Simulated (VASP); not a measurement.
# Sn (I4_1/amd) in VASP: notebook

The runs below take Sn through single point, with PBE.

Everything below comes from runs of VASP 6.6.1. Logs are shortened: lines on timing, memory, paths and dates and some standing lists are left out, and cuts for length are marked.

## 1. The cell of the first run

The structure is tetragonal, space group I4_1/amd (No. 141). The conventional cell has a = 5.753 Å, b = 5.753 Å, c = 3.138 Å, α = 90.00°, β = 90.00°, γ = 90.00°. Sn (site symmetry -4m2) has 10 Sn at 2.98 to 3.72 Å within 3.9 Å.

## 2. Single point, PBE (25.97 Å³/atom)

File INCAR:

```
ALGO = Normal
EDIFF = 1E-7
ENCUT = 520
GGA = PE
ISIF = 2
ISMEAR = -1
LASPH = True
LCHARG = True
LELF = True
LREAL = False
LVHAR = True
LWAVE = False
NBANDS = 21
NELM = 100
PREC = Accurate
SIGMA = 0.05
```

File KPOINTS:

```
k-points
0
Gamma
  15 15 15
```

File POSCAR:

```
Sn
1.0
   -2.8764417908      2.8764417908      1.5691520944
    2.8764417908     -2.8764417908      1.5691520944
    2.8764417908      2.8764417908     -1.5691520944
Sn
2
Direct
    0.0000000000      0.0000000000      0.0000000000
    0.7500000000      0.2500000000      0.5000000000
```

Potentials or basis: VASP PAW PBE potentials, release 64 (Sn_d).

Run with:

```sh
cat potpaw_PBE.64/Sn_d/POTCAR > POTCAR
mpirun -np 1 vasp_std > vasp.out
```

OUTCAR:

```text
EDIFF = 1E-7
   ENCUT = 520
   GGA = PE
   ISIF = 2
   ISMEAR = -1
   LASPH = True
   LREAL = False
   NELM = 100
   PREC = Accurate

 ion  position               nearest neighbor table
   1  0.000  0.000  0.000-   2 2.98   2 2.98   2 2.98   2 2.98   2 3.72   2 3.72   2 3.72   2 3.72

   2  0.750  0.250  0.500-   1 2.98   1 2.98   1 2.98   1 2.98   1 3.72   1 3.72   1 3.72   1 3.72

  LATTYP: Found a body centered tetragonal cell.
 ALAT       =     5.7528835816
 C/A-ratio  =     0.5455184594

  Lattice vectors:

 A1 = (  -2.8764417908,   2.8764417908,   1.5691520944)
 A2 = (   2.8764417908,  -2.8764417908,   1.5691520944)
 A3 = (   2.8764417908,   2.8764417908,  -1.5691520944)

Analysis of symmetry for initial positions (statically):
=====================================================================
 Subroutine PRICEL returns:
 Original cell was already a primitive cell.

 Routine SETGRP: Setting up the symmetry group for a
 body centered tetragonal supercell.

 Subroutine GETGRP returns: Found 16 space group operations
 (whereof  8 operations were pure point group operations)
 out of a pool of 16 trial point group operations.

The static configuration has the point symmetry D_2d.
 The point group associated with its full space group is D_4h.

Analysis of symmetry for dynamics (positions and initial velocities):
=====================================================================
 Subroutine PRICEL returns:
 Original cell was already a primitive cell.

 Routine SETGRP: Setting up the symmetry group for a
 body centered tetragonal supercell.

 Subroutine GETGRP returns: Found 16 space group operations
 (whereof  8 operations were pure point group operations)
 out of a pool of 16 trial point group operations.

The dynamic configuration has the point symmetry D_2d.
 The point group associated with its full space group is D_4h.

 Subroutine INISYM returns: Found 16 space group operations
 (whereof  8 operations are pure point group operations),
 and found     1 'primitive' translations

----------------------------------------------------------------------------------------

                                     Primitive cell

  volume of cell :      51.9321

  direct lattice vectors                    reciprocal lattice vectors
    -2.876441791  2.876441791  1.569152094     0.000000000  0.173825871  0.318643426
     2.876441791 -2.876441791  1.569152094     0.173825871  0.000000000  0.318643426
     2.876441791  2.876441791 -1.569152094     0.173825871  0.173825871  0.000000000

  length of vectors
     4.360054248  4.360054248  4.360054248     0.362972543  0.362972543  0.245826904

  position of ions in fractional coordinates (direct lattice)
     0.000000000  0.000000000  0.000000000
     0.750000000  0.250000000  0.500000000

  ion indices of the primitive-cell ions
   primitive index   ion index
                 1           1
                 2           2

----------------------------------------------------------------------------------------

 KPOINTS: k-points

Automatic generation of k-mesh.
 Grid dimensions read from file:
 generate k-points for:   15   15   15

 Generating k-lattice:

  Cartesian coordinates                     Fractional coordinates (reciprocal lattice)
     0.000000000  0.011588391  0.021242895     0.066666667  0.000000000  0.000000000
     0.011588391  0.000000000  0.021242895     0.000000000  0.066666667  0.000000000
     0.011588391  0.011588391  0.000000000     0.000000000  0.000000000  0.066666667

  Length of vectors
     0.024198170  0.024198170  0.016388460

  Shift w.r.t. Gamma in fractional coordinates (k-lattice)
     0.000000000  0.000000000  0.000000000

 Subroutine IBZKPT returns following result:
 ===========================================

 Found    288 irreducible k-points:

 Following reciprocal coordinates:
            Coordinates               Weight
  0.000000  0.000000  0.000000      1.000000
  0.066667  0.000000  0.000000      8.000000
  0.133333  0.000000  0.000000      8.000000
  0.200000  0.000000  0.000000      8.000000
  0.266667  0.000000  0.000000      8.000000
  0.333333  0.000000  0.000000      8.000000
[... 16 lines left out ...]
  0.133333  0.133333  0.000000      8.000000
  0.200000  0.133333  0.000000     16.000000
 [... further k-points ...]
   k-points           NKPTS =    288   k-points in BZ     NKDIM =    288   number of bands    NBANDS=     21
   number of dos      NEDOS =    301   number of ions     NIONS =      2
   total plane-waves  NPLWV =  32768
   dimension x,y,z NGX =    32 NGY =   32 NGZ =   32
   dimension x,y,z NGXF=    64 NGYF=   64 NGZF=   64
   ions per type =               2
   NGX,Y,Z   is equivalent  to a cutoff of  12.20, 12.20, 12.20 a.u.
   NGXF,Y,Z  is equivalent  to a cutoff of  24.40, 24.40, 24.40 a.u.
 SYSTEM =  unknown system
   PREC   = accura    normal or accurate (medium, high low for compatibility)
   ISTART =      0    job   : 0-new  1-cont  2-samecut
   ICHARG =      2    charge: 1-file 2-atom 10-const
   ISPIN  =      1    spin polarized calculation?
   LNONCOLLINEAR =      F non collinear calculations
   LSORBIT =      F    spin-orbit coupling
   LASPH  =      T    aspherical Exc in radial PAW
   ENCUT  =  520.0 eV  38.22 Ry    6.18 a.u.   8.11  8.11  8.11*2*pi/ulx,y,z
   NELM   =    100;   NELMIN=  2; NELMDL= -5     # of ELM steps
   EDIFF  = 0.1E-06   stopping-criterion for ELM
   LREAL  =      F    real-space projection
   EDIFFG = 0.1E-05   stopping-criterion for IOM
   NSW    =      0    number of steps for IOM
   IBRION =     -1    ionic relax: 0-MD 1-quasi-New 2-CG
   NFREE  =      0    steps in history (QN), initial steepest desc. (CG)
   ISIF   =      2    stress and relaxation
   ISYM   =      2    0-nonsym 1-usesym 2-fastsym
   POTIM  = 0.5000    time-step for ionic-motion
   TEBEG  =    0.0;   TEEND  =   0.0 temperature during run
   PSTRESS=    0.0 pullay stress
   NELECT =      28.0000    total number of electrons
   NUPDOWN=      -1.0000    fix difference up-down
   EMIN   =  10.00;   EMAX   =-10.00  energy-range for DOS
   EFERMI =   0.00;   METHOD = LEGACY
   ISMEAR =    -1;   SIGMA  =   0.05  broadening in eV -4-tet -1-fermi 0-gaus
   EFERMI_NEDOS =   21; number of points for ismear=-14 and -15
   IALGO  =     38    algorithm
   IMIX   =      4    mixing-type and parameters
     AMIX     =   0.40;   BMIX     =  1.00
     AMIX_MAG =   1.60;   BMIX_MAG =  1.00
  volume/ion in A,a.u.               =      25.97       175.23
  Fermi-wavevector in a.u.,A,eV,Ry     =   1.332443  2.517953 24.155857  1.775405
  Thomas-Fermi vector in A             =   2.461378
   LORBIT       =      0    0 simple, 1 ext, 2 COOP (PROOUT), +10 PAW based schemes
   GGA     = PE    functional components
   LHFCALC =     F    Hartree Fock is set to
   AEXX    =    0.0000 exact exchange contribution
   IVDW    =     0    specifies the selected vdW correction
   LEPSILON=     F    determine dielectric tensor
   LRPA    =     F    only Hartree local field effects (RPA)
 non-spin polarized calculation
  energy-cutoff  :      520.00
  volume of cell :       51.93
 maximum number of plane-waves:      1422
   NGX = 17   NGY = 17   NGZ = 17

 number of electron      28.0000021 magnetization

 Free energy of the ion-electron system (eV)
  ---------------------------------------------------
  ext. energy  EPLUGINS =         0.00000000
  ---------------------------------------------------
  free energy    TOTEN  =        -7.53864233 eV

  energy without entropy =       -7.53159393  energy(sigma->0) =       -7.53511813

 E-fermi :   8.5420     XC(G=0): -10.5148

 val. band max:        8.5403764419   @ k =  -0.3333   0.4667   0.0667
 cond. band min:       8.5466451493   @ k =  -0.1333  -0.2000   0.1333
 fundamental gap:      0.0062687074
 Fermi energy:         8.5419869491

 k-point     1 :       0.0000    0.0000    0.0000
  band No.  band energies     occupation
      1     -13.1950      2.00000
      2     -13.0971      2.00000
      3     -13.0546      2.00000
      4     -13.0374      2.00000
      5     -12.8666      2.00000
      6     -12.8666      2.00000
[... 13 lines left out ...]
     20      18.6218      0.00000
     21      19.2899      0.00000

 k-point     2 :       0.0667    0.0000    0.0000
  band No.  band energies     occupation
      1     -13.1919      2.00000
      2     -13.0870      2.00000
      3     -13.0508      2.00000
      4     -13.0254      2.00000
      5     -12.8745      2.00000
      6     -12.8736      2.00000
[... 13 lines left out ...]
     20      18.3203      0.00000
     21      18.4212      0.00000

 k-point     3 :       0.1333    0.0000    0.0000
  band No.  band energies     occupation
      1     -13.1824      2.00000
      2     -13.0596      2.00000
      3     -13.0400      2.00000
      4     -12.9944      2.00000
      5     -12.8925      2.00000
      6     -12.8840      2.00000
[... 13 lines left out ...]
     20      17.2060      0.00000
     21      17.3301      0.00000

 k-point     4 :       0.2000    0.0000    0.0000
  band No.  band energies     occupation
      1     -13.1675      2.00000
      2     -13.0243      2.00000
      3     -13.0240      2.00000
      4     -12.9628      2.00000
      5     -12.9150      2.00000
      6     -12.8825      2.00000
[... 13 lines left out ...]
     20      16.3222      0.00000
     21      17.1083      0.00000

 k-point     5 :       0.2667    0.0000    0.0000
  band No.  band energies     occupation
      1     -13.1501      2.00000
      2     -13.0077      2.00000
      3     -12.9968      2.00000
      4     -12.9574      2.00000
      5     -12.9360      2.00000
      6     -12.8871      2.00000
[... 13 lines left out ...]
     20      15.6704      0.00000
     21      17.5466      0.00000
[... 382 lines left out ...]
     20      18.3921      0.00000
     21      18.6155      0.00000

 k-point    22 :      -0.0667    0.0667    0.0000
  band No.  band energies     occupation
      1     -13.1908      2.00000
      2     -13.0980      2.00000
      3     -13.0510      2.00000
      4     -13.0401      2.00000
      5     -12.8686      2.00000
      6     -12.8642      2.00000
[... 13 lines left out ...]
     20      18.8921      0.00000
     21      19.2118      0.00000

 k-point    23 :       0.1333    0.1333    0.0000
  band No.  band energies     occupation
      1     -13.1611      2.00000
      2     -13.0154      2.00000
      3     -12.9930      2.00000
      4     -12.9392      2.00000
      5     -12.9196      2.00000
      6     -12.9055      2.00000
[... 13 lines left out ...]
     20      16.0660      0.00000
     21      16.4006      0.00000

 k-point    24 :       0.2000    0.1333    0.0000
  band No.  band energies     occupation
      1     -13.1473      2.00000
      2     -13.0012      2.00000
      3     -12.9941      2.00000
      4     -12.9419      2.00000
      5     -12.9350      2.00000
      6     -12.9147      2.00000
[... 13 lines left out ...]
     20      15.8108      0.00000
     21      16.7873      0.00000

 [... further k-points ...]

------------------------ aborting loop because EDIFF is reached ----------------------------------------

  FORCE on cell =-STRESS in cart. coord.  units (eV):
  Direction    XX          YY          ZZ          XY          YZ          ZX
  --------------------------------------------------------------------------------------
  -------------------------------------------------------------------------------------
  Total        1.8323104      1.8323104      1.4670557      0.0000000      0.0000000      0.0000000
  in kB       56.5292744     56.5292744     45.2606686      0.0000000      0.0000000      0.0000000
  external PRESSURE =      52.7730725 kB  Pullay stress =       0.0000000 kB

 VOLUME and BASIS-vectors are now :
 -----------------------------------------------------------------------------
  energy-cutoff  :      520.00
  volume of cell :       51.93
      direct lattice vectors                 reciprocal lattice vectors
    -2.876441791  2.876441791  1.569152094     0.000000000  0.173825871  0.318643426
     2.876441791 -2.876441791  1.569152094     0.173825871  0.000000000  0.318643426
     2.876441791  2.876441791 -1.569152094     0.173825871  0.173825871  0.000000000

 POSITION                                       TOTAL-FORCE (eV/Angst)
 -----------------------------------------------------------------------------------
      0.00000      0.00000      0.00000         0.000000     -0.000000     -0.000000
     -0.00000      2.87644      0.78458        -0.000000      0.000000      0.000000
 -----------------------------------------------------------------------------------
    total drift:                                0.000000     -0.000000      0.000000

  FREE ENERGIE OF THE ION-ELECTRON SYSTEM (eV)
  ---------------------------------------------------
  free  energy   TOTEN  =        -7.5386423260 eV

  energy  without entropy=       -7.5315939267  energy(sigma->0) =       -7.53511813
```

Wall time 2.7 min (1 thread of Intel Xeon Platinum 8259CL at 2.50GHz (Skylake/Cascade Lake), shared host); peak memory 0.36 GiB.

Results:

| Property | Result |
| --- | --- |
| Free energy | -7.5386 eV |
| Pressure | 5.3 GPa |
| Band gap on the k mesh | zero (bands 14 and 15 overlap by 4.53 eV) |

Levels at points of the mesh, in eV from the Fermi level:
```tsv
k point	band 10	band 11	band 12	band 13	band 14	band 15	band 16	band 17	band 18	band 19
(0.00, 0.00, 0.00)	-21.17	-11.48	-3.49	-2.10	-2.10	2.90	6.46	6.46	7.13	7.23
```

Caveat: the cell stands under pressure; spin-orbit coupling is left out, which moves the levels of the heavy elements.

(Part 1 of 2 ends here.)
